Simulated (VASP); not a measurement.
# Nb3CdB (Pmmm) in VASP: notebook

The runs below take Nb3CdB through single point, relaxation of cell and atoms, with PBE.

Program: VASP 6.6.1. These are calculated values, not measurements. Logs are shortened: lines on timing, memory, paths and dates and some standing lists are left out, and cuts for length are marked.

## 1. The cell of the first run

It takes space group Pmmm (No. 47, orthorhombic). Conventional cell: a = 2.980 Å, b = 4.704 Å, c = 6.419 Å, α = 90.00°, β = 90.00°, γ = 90.00°. Within 3.7 Å of Nb (site symmetry mmm) lie 4 B at 2.78 Å and 6 Nb at 2.85 to 2.98 Å and 2 Cd at 3.21 Å. Within 3.0 Å of Nb (site symmetry mm2) lie 2 B at 2.20 Å and 2 Cd at 2.84 Å and 4 Nb at 2.85 to 2.98 Å. Cd (site symmetry mmm) has 6 Nb at 2.84 to 3.21 Å and 2 Cd at 2.98 Å within 3.7 Å. B (site symmetry mmm) has 8 Nb at 2.20 to 2.78 Å and 2 B at 2.98 Å within 3.0 Å.

The cell was built from a structure type or drawn by symmetry, and may not be a known phase.

## 2. Single point, PBE

Input file INCAR:

```
ALGO = Fast ; EDIFF = 1E-7
ENCUT = 520 ; GGA = PE
ISIF = 2 ; ISMEAR = 0
LASPH = True ; LCHARG = False
LREAL = False ; LWAVE = False
NBANDS = 35 ; NELM = 80
PREC = Accurate ; SIGMA = 0.1
```

Input file KPOINTS:

```
k-points
0
Gamma
  6 4 4
```

Input file POSCAR:

```
Nb3CdB
1.0
    2.9796333827      0.0000000000      0.0000000000
    0.0000000000      4.7035664219      0.0000000000
    0.0000000000      0.0000000000      6.4192074799
Nb Cd B
3 1 1
Direct
    0.0000000000      0.0000000000      0.0000000000
    0.0000000000      0.5000000000      0.2513850854
    0.0000000000      0.5000000000      0.7486149146
    0.0000000000      0.0000000000      0.5000000000
    0.5000000000      0.5000000000      0.0000000000
```

Potentials or basis: VASP PAW PBE potentials, release 64 (Nb_sv, Cd, B).

Started as:

```bash
> cat potpaw_PBE.64/Nb_sv/POTCAR potpaw_PBE.64/Cd/POTCAR potpaw_PBE.64/B/POTCAR > POTCAR
> mpirun -np 1 vasp_std > vasp.out
```

OUTCAR:

```text
EDIFF = 1E-7
   ENCUT = 520
   GGA = PE
   ISIF = 2
   ISMEAR = 0
   LASPH = True
   LREAL = False
   NELM = 80
   PREC = Accurate

 ion  position               nearest neighbor table
   1  0.000  0.000  0.000-   2 2.85   3 2.85   2 2.85   3 2.85   4 3.21   4 3.21
   2  0.000  0.500  0.251-   5 2.20   5 2.20   4 2.84   4 2.84   1 2.85   1 2.85
   3  0.000  0.500  0.749-   5 2.20   5 2.20   4 2.84   4 2.84   1 2.85   1 2.85
   4  0.000  0.000  0.500-   2 2.84   3 2.84   2 2.84   3 2.84   1 3.21   1 3.21
   5  0.500  0.500  0.000-   2 2.20   3 2.20   2 2.20   3 2.20

  LATTYP: Found a simple orthorhombic cell.
 ALAT       =     2.9796333827
 B/A-ratio  =     1.5785721993
 C/A-ratio  =     2.1543615121

  Lattice vectors:

 A1 = (   2.9796333827,   0.0000000000,   0.0000000000)
 A2 = (   0.0000000000,   4.7035664219,   0.0000000000)
 A3 = (   0.0000000000,   0.0000000000,   6.4192074799)

Analysis of symmetry for initial positions (statically):
=====================================================================
 Subroutine PRICEL returns:
 Original cell was already a primitive cell.

 Routine SETGRP: Setting up the symmetry group for a
 simple orthorhombic supercell.

 Subroutine GETGRP returns: Found  8 space group operations
 (whereof  8 operations were pure point group operations)
 out of a pool of  8 trial point group operations.

The static configuration has the point symmetry D_2h.

Analysis of symmetry for dynamics (positions and initial velocities):
=====================================================================
 Subroutine PRICEL returns:
 Original cell was already a primitive cell.

 Routine SETGRP: Setting up the symmetry group for a
 simple orthorhombic supercell.

 Subroutine GETGRP returns: Found  8 space group operations
 (whereof  8 operations were pure point group operations)
 out of a pool of  8 trial point group operations.

The dynamic configuration has the point symmetry D_2h.

 Subroutine INISYM returns: Found  8 space group operations
 (whereof  8 operations are pure point group operations),
 and found     1 'primitive' translations

----------------------------------------------------------------------------------------

[... 97 lines left out ...]
   NELM   =     80;   NELMIN=  2; NELMDL= -5     # of ELM steps
   EDIFF  = 0.1E-06   stopping-criterion for ELM
   LREAL  =      F    real-space projection
   EDIFFG = 0.1E-05   stopping-criterion for IOM
   NSW    =      0    number of steps for IOM
   IBRION =     -1    ionic relax: 0-MD 1-quasi-New 2-CG
   NFREE  =      0    steps in history (QN), initial steepest desc. (CG)
   ISIF   =      2    stress and relaxation
   ISYM   =      2    0-nonsym 1-usesym 2-fastsym
   POTIM  = 0.5000    time-step for ionic-motion
   TEBEG  =    0.0;   TEEND  =   0.0 temperature during run
   PSTRESS=    0.0 pullay stress
   NELECT =      54.0000    total number of electrons
   NUPDOWN=      -1.0000    fix difference up-down
   EMIN   =  10.00;   EMAX   =-10.00  energy-range for DOS
   EFERMI =   0.00;   METHOD = LEGACY
   ISMEAR =     0;   SIGMA  =   0.10  broadening in eV -4-tet -1-fermi 0-gaus
   EFERMI_NEDOS =   21; number of points for ismear=-14 and -15
   IALGO  =     68    algorithm
   IMIX   =      4    mixing-type and parameters
     AMIX     =   0.40;   BMIX     =  1.00
     AMIX_MAG =   1.60;   BMIX_MAG =  1.00
  volume/ion in A,a.u.               =      17.99       121.42
  Fermi-wavevector in a.u.,A,eV,Ry     =   1.380964  2.609643 25.947134  1.907061
  Thomas-Fermi vector in A             =   2.505792
   LORBIT       =      0    0 simple, 1 ext, 2 COOP (PROOUT), +10 PAW based schemes
   GGA     = PE    functional components
   LHFCALC =     F    Hartree Fock is set to
   AEXX    =    0.0000 exact exchange contribution
   IVDW    =     0    specifies the selected vdW correction
   LEPSILON=     F    determine dielectric tensor
   LRPA    =     F    only Hartree local field effects (RPA)
 non-spin polarized calculation
 RMM-DIIS sequential band-by-band and
 Gauss-broadening in eV      SIGMA  =   0.10
  energy-cutoff  :      520.00
  volume of cell :       89.96
 maximum number of plane-waves:      2456
 NGX is ok and might be reduce to    24
   NGX = 11   NGY = 17   NGZ = 23

 number of electron      54.0000006 magnetization

 Free energy of the ion-electron system (eV)
  ---------------------------------------------------
  ext. energy  EPLUGINS =         0.00000000
  ---------------------------------------------------
  free energy    TOTEN  =       -36.21694367 eV

  energy without entropy =      -36.20296520  energy(sigma->0) =      -36.20995443

 E-fermi :   7.7978     XC(G=0): -11.5797

 val. band max:        7.7891749304   @ k =   0.1667   0.5000   0.2500
 cond. band min:       7.8241901128   @ k =   0.3333   0.0000   0.5000
 fundamental gap:      0.0350151823
 Fermi energy:         7.7977755115

 k-point     1 :       0.0000    0.0000    0.0000
  band No.  band energies     occupation
      1     -47.2363      2.00000
      2     -46.9193      2.00000
      3     -46.9107      2.00000
      4     -23.6080      2.00000
      5     -23.3473      2.00000
      6     -23.2474      2.00000
[... 901 lines left out ...]
     34      11.5241      0.00000
     35      11.6081      0.00000

 [... further k-points ...]

------------------------ aborting loop because EDIFF is reached ----------------------------------------

  FORCE on cell =-STRESS in cart. coord.  units (eV):
  Direction    XX          YY          ZZ          XY          YZ          ZX
  --------------------------------------------------------------------------------------
  -------------------------------------------------------------------------------------
  Total       -0.0102376      0.0386411      0.0044233     -0.0000000      0.0000000      0.0000000
  in kB       -0.1823215      0.6881583      0.0787746     -0.0000000      0.0000000      0.0000000
  external PRESSURE =       0.1948705 kB  Pullay stress =       0.0000000 kB

 VOLUME and BASIS-vectors are now :
 -----------------------------------------------------------------------------
  energy-cutoff  :      520.00
  volume of cell :       89.96
      direct lattice vectors                 reciprocal lattice vectors
     2.979633383  0.000000000  0.000000000     0.335611759  0.000000000  0.000000000
     0.000000000  4.703566422  0.000000000     0.000000000  0.212604630  0.000000000
     0.000000000  0.000000000  6.419207480     0.000000000  0.000000000  0.155782471

 POSITION                                       TOTAL-FORCE (eV/Angst)
 -----------------------------------------------------------------------------------
      0.00000      0.00000      0.00000         0.000000      0.000000      0.000000
      0.00000      2.35178      1.61369         0.000000      0.000000     -0.038359
      0.00000      2.35178      4.80551         0.000000      0.000000      0.038359
      0.00000      0.00000      3.20960         0.000000      0.000000      0.000000
      1.48982      2.35178      0.00000         0.000000      0.000000      0.000000
 -----------------------------------------------------------------------------------
    total drift:                                0.000000      0.000000      0.000000

  FREE ENERGIE OF THE ION-ELECTRON SYSTEM (eV)
  ---------------------------------------------------
  free  energy   TOTEN  =       -36.2169436687 eV

  energy  without entropy=      -36.2029652009  energy(sigma->0) =      -36.20995443
```

Run time: 6.9 min. Hardware: 1 thread of Intel Xeon Platinum 8488C (Sapphire Rapids), shared host; peak memory 0.26 GiB.

Results:

| Property | Result |
| --- | --- |
| Free energy | -36.2169 eV |
| Pressure | 0.0 GPa |
| Largest force | 0.038 eV/Å |
| Band gap on the k mesh | zero (bands 27 and 28 overlap by 1.45 eV) |

Forces in eV/Å, atoms in the order of the input:
```
Nb   0.000  0.000  0.000
Nb   0.000  0.000 -0.038
Nb   0.000  0.000  0.038
Cd   0.000  0.000  0.000
B    0.000  0.000  0.000
```

Levels at points of the mesh, in eV from the Fermi level:
```
           k point  band 23  band 24  band 25  band 26  band 27  band 28  band 29  band 30  band 31  band 32
(0.00, 0.00, 0.00)    -2.01    -1.76    -1.35    -0.97    -0.84    -0.38     1.08     2.04     2.24     2.51
(0.50, 0.00, 0.00)    -1.88    -0.76    -0.76    -0.59    -0.49    -0.44     0.86     1.09     2.97     3.52
(0.00, 0.50, 0.00)    -1.94    -1.63    -1.61    -1.39    -0.53    -0.15     1.02     1.04     1.49     2.07
(0.50, 0.50, 0.00)    -2.25    -1.02    -0.91    -0.59     0.30     0.92     1.43     1.49     1.97     2.01
(0.00, 0.00, 0.50)    -2.24    -1.84    -1.44    -0.73    -0.51    -0.49     1.09     1.73     2.28     2.46
(0.50, 0.00, 0.50)    -2.07    -2.05    -1.04    -0.88     0.56     0.59     1.20     1.30     1.31     1.98
(0.00, 0.50, 0.50)    -2.25    -1.62    -1.41    -1.34    -1.23     0.56     0.73     1.32     1.87     2.02
(0.50, 0.50, 0.50)    -1.69    -1.63    -1.33    -0.18    -0.02     0.50     0.82     1.13     1.48     2.61
```

## 3. Single point, PBE

This run uses another cell than the first one, of 16.36 Å³/atom.

Input file INCAR:

```
  ALGO = Fast
  EDIFF = 1E-6
  ENCUT = 520
  GGA = PE
  ISIF = 2
  ISMEAR = 0
  LASPH = T
  LCHARG = T
  LELF = T
  LREAL = F
  LVHAR = T
  LWAVE = F
  NBANDS = 35
  NELM = 60
  PREC = Accurate
  SIGMA = 0.1
```

Input file KPOINTS:

```
k-points
0
Gamma
  4 4 4
```

Input file POSCAR:

```
Nb3CdB
1.0
    4.0653892000      0.0000000000      0.0000000000
    0.0000000000      4.2316042500      0.0000000000
    0.0000000000      0.0000000000      4.7552164400
Nb Cd B
3 1 1
Direct
    0.0000000000      0.0000000000      0.0000000000
    0.0000000000      0.5000000000      0.2677454100
    0.0000000000      0.5000000000      0.7322545900
    0.0000000000      0.0000000000      0.5000000000
    0.5000000000      0.5000000000      0.0000000000
```

Potentials or basis: VASP PAW PBE potentials, release 64 (Nb_sv, Cd, B).

Started as:

```bash
> cat potpaw_PBE.64/Nb_sv/POTCAR potpaw_PBE.64/Cd/POTCAR potpaw_PBE.64/B/POTCAR > POTCAR
> mpirun -np 1 vasp_std > vasp.out
```

OUTCAR:

```text
EDIFF = 1E-6
   ENCUT = 520
   GGA = PE
   ISIF = 2
   ISMEAR = 0
   LASPH = T
   LREAL = F
   NELM = 60
   PREC = Accurate

 ion  position               nearest neighbor table
   1  0.000  0.000  0.000-   4 2.38   4 2.38   2 2.47   3 2.47   2 2.47   3 2.47
   2  0.000  0.500  0.268-   3 2.21   4 2.39   4 2.39   5 2.40   5 2.40   1 2.47   1 2.47   3 2.55

   3  0.000  0.500  0.732-   2 2.21   4 2.39   4 2.39   5 2.40   5 2.40   1 2.47   1 2.47   2 2.55

   4  0.000  0.000  0.500-   1 2.38   1 2.38   3 2.39   2 2.39   2 2.39   3 2.39
   5  0.500  0.500  0.000-   2 2.40   3 2.40   2 2.40   3 2.40

  LATTYP: Found a simple orthorhombic cell.
 ALAT       =     4.0653892000
 B/A-ratio  =     1.0408853967
 C/A-ratio  =     1.1696829519

  Lattice vectors:

 A1 = (   4.0653892000,   0.0000000000,   0.0000000000)
 A2 = (   0.0000000000,   4.2316042500,   0.0000000000)
 A3 = (   0.0000000000,   0.0000000000,   4.7552164400)

Analysis of symmetry for initial positions (statically):
=====================================================================
 Subroutine PRICEL returns:
 Original cell was already a primitive cell.

 Routine SETGRP: Setting up the symmetry group for a
 simple orthorhombic supercell.

 Subroutine GETGRP returns: Found  8 space group operations
 (whereof  8 operations were pure point group operations)
 out of a pool of  8 trial point group operations.

The static configuration has the point symmetry D_2h.

Analysis of symmetry for dynamics (positions and initial velocities):
=====================================================================
 Subroutine PRICEL returns:
 Original cell was already a primitive cell.

[... 129 lines left out ...]
   EFERMI_NEDOS =   21; number of points for ismear=-14 and -15
   IALGO  =     68    algorithm
   IMIX   =      4    mixing-type and parameters
     AMIX     =   0.40;   BMIX     =  1.00
     AMIX_MAG =   1.60;   BMIX_MAG =  1.00
  volume/ion in A,a.u.               =      16.36       110.41
  Fermi-wavevector in a.u.,A,eV,Ry     =   1.425433  2.693679 27.645139  2.031860
  Thomas-Fermi vector in A             =   2.545818
   LORBIT       =      0    0 simple, 1 ext, 2 COOP (PROOUT), +10 PAW based schemes
   GGA     = PE    functional components
   LHFCALC =     F    Hartree Fock is set to
   AEXX    =    0.0000 exact exchange contribution
   IVDW    =     0    specifies the selected vdW correction
   LEPSILON=     F    determine dielectric tensor
   LRPA    =     F    only Hartree local field effects (RPA)
 non-spin polarized calculation
 RMM-DIIS sequential band-by-band and
 Gauss-broadening in eV      SIGMA  =   0.10
  energy-cutoff  :      520.00
  volume of cell :       81.80
 maximum number of plane-waves:      2238
   NGX = 15   NGY = 15   NGZ = 17

 number of electron      54.0000000 magnetization

 Free energy of the ion-electron system (eV)
  ---------------------------------------------------
  ext. energy  EPLUGINS =         0.00000000
  ---------------------------------------------------
  free energy    TOTEN  =       -25.07362025 eV

  energy without entropy =      -25.05706952  energy(sigma->0) =      -25.06534488

 E-fermi :   8.8331     XC(G=0): -11.7292

 val. band max:        8.7843380721   @ k =   0.2500   0.2500   0.2500
 cond. band min:       8.8762120903   @ k =   0.0000   0.5000   0.2500
 fundamental gap:      0.0918740182
 Fermi energy:         8.8331293527

 k-point     1 :       0.0000    0.0000    0.0000
  band No.  band energies     occupation
      1     -46.4168      2.00000
      2     -45.6905      2.00000
      3     -45.2677      2.00000
      4     -24.4244      2.00000
      5     -23.8572      2.00000
      6     -22.4237      2.00000
[... 901 lines left out ...]
     34      11.7447      0.00000
     35      12.1141      0.00000

 [... further k-points ...]

------------------------ aborting loop because EDIFF is reached ----------------------------------------

  FORCE on cell =-STRESS in cart. coord.  units (eV):
  Direction    XX          YY          ZZ          XY          YZ          ZX
  --------------------------------------------------------------------------------------
  -------------------------------------------------------------------------------------
  Total       -6.2699753     47.4893880     58.2227744      0.0000000      0.0000000      0.0000000
  in kB     -122.8001639    930.1001016   1140.3180952      0.0000000      0.0000000      0.0000000
  external PRESSURE =     649.2060110 kB  Pullay stress =       0.0000000 kB

 VOLUME and BASIS-vectors are now :
 -----------------------------------------------------------------------------
  energy-cutoff  :      520.00
  volume of cell :       81.80
      direct lattice vectors                 reciprocal lattice vectors
     4.065389200  0.000000000  0.000000000     0.245978909  0.000000000  0.000000000
     0.000000000  4.231604250  0.000000000     0.000000000  0.236316995  0.000000000
     0.000000000  0.000000000  4.755216440     0.000000000  0.000000000  0.210295370

 POSITION                                       TOTAL-FORCE (eV/Angst)
 -----------------------------------------------------------------------------------
      0.00000      0.00000      0.00000         0.000000     -0.000000      0.000000
      0.00000      2.11580      1.27319         0.000000     -0.000000     -4.787199
      0.00000      2.11580      3.48203         0.000000      0.000000      4.787199
      0.00000      0.00000      2.37761         0.000000     -0.000000      0.000000
      2.03269      2.11580      0.00000         0.000000     -0.000000      0.000000
 -----------------------------------------------------------------------------------
    total drift:                               -0.000000      0.000000      0.000000

  FREE ENERGIE OF THE ION-ELECTRON SYSTEM (eV)
  ---------------------------------------------------
  free  energy   TOTEN  =       -25.0736202503 eV

  energy  without entropy=      -25.0570695160  energy(sigma->0) =      -25.06534488
```

OSZICAR:

```text
N       E                     dE             d eps       ncg     rms          rms(c)
DAV:   1     0.691010708711E+03    0.69101E+03   -0.29778E+04  1890   0.161E+03
DAV:   2     0.250290064503E+02   -0.66598E+03   -0.64912E+03  2133   0.621E+02
DAV:   3    -0.240402307122E+02   -0.49069E+02   -0.47675E+02  3236   0.132E+02
[... 26 lines left out ...]
RMM:  30    -0.250736146277E+02   -0.30207E-05   -0.30985E-05  1955   0.181E-02    0.184E-02
RMM:  31    -0.250736167374E+02   -0.21097E-05   -0.19585E-05  1853   0.157E-02    0.106E-02
RMM:  32    -0.250736187868E+02   -0.20494E-05   -0.15934E-05  1777   0.139E-02    0.928E-03
RMM:  33    -0.250736194533E+02   -0.66651E-06   -0.10731E-05  1682   0.995E-03    0.961E-03
RMM:  34    -0.250736202503E+02   -0.79703E-06   -0.85432E-06  1463   0.609E-03
   1 F= -.25073620E+02 E0= -.25065345E+02  d E =-.165507E-01
```

It took 2.8 min on 1 thread of Intel Xeon Platinum 8488C (Sapphire Rapids), shared host; peak memory 0.22 GiB.

Results:

```
Free energy            : -25.0736 eV
Pressure               : 64.9 GPa
Largest force          : 4.787 eV/Å
Band gap on the k mesh : zero (bands 27 and 28 overlap by 1.38 eV)
```

Forces on the atoms (eV/Å):
```
Nb   0.000  0.000  0.000
Nb   0.000  0.000 -4.787
Nb   0.000  0.000  4.787
Cd   0.000  0.000  0.000
B    0.000  0.000  0.000
```

Stress tensor (GPa, compression positive):
```
-12.28   0.00   0.00
  0.00  93.01   0.00
  0.00   0.00 114.03
```

Levels at points of the mesh, in eV from the Fermi level:
```tsv
k point	band 24	band 25	band 26	band 27	band 28	band 29	band 30	band 31
(0.00, 0.00, 0.00)	-2.02	-0.78	-0.55	0.20	0.26	0.51	0.70	1.33
(0.50, 0.00, 0.00)	-1.55	-0.90	-0.72	-0.40	0.73	0.83	2.03	2.78
(0.00, 0.50, 0.00)	-1.72	-1.46	-1.24	-1.04	-0.52	1.24	1.78	2.75
(0.50, 0.50, 0.00)	-1.57	-1.45	-1.20	-1.03	0.49	1.81	1.87	1.87
(0.00, 0.00, 0.50)	-2.18	-1.63	-1.13	-0.66	-0.61	-0.13	0.72	0.88
(0.50, 0.00, 0.50)	-2.92	-1.49	-0.68	0.08	0.16	0.96	1.02	1.31
(0.00, 0.50, 0.50)	-2.77	-2.74	-0.96	-0.44	0.52	1.07	1.20	1.68
(0.50, 0.50, 0.50)	-1.81	-1.16	-1.12	-0.23	0.77	1.70	1.73	1.87
```

Caveat: the k points lie up to 0.39 Å⁻¹ apart, too coarse for converged energies and pressures of a metal; forces of over 1 eV/Å act on the atoms, so gaps and moduli don't describe the material at rest.

(Continued in part 2 of 2.)
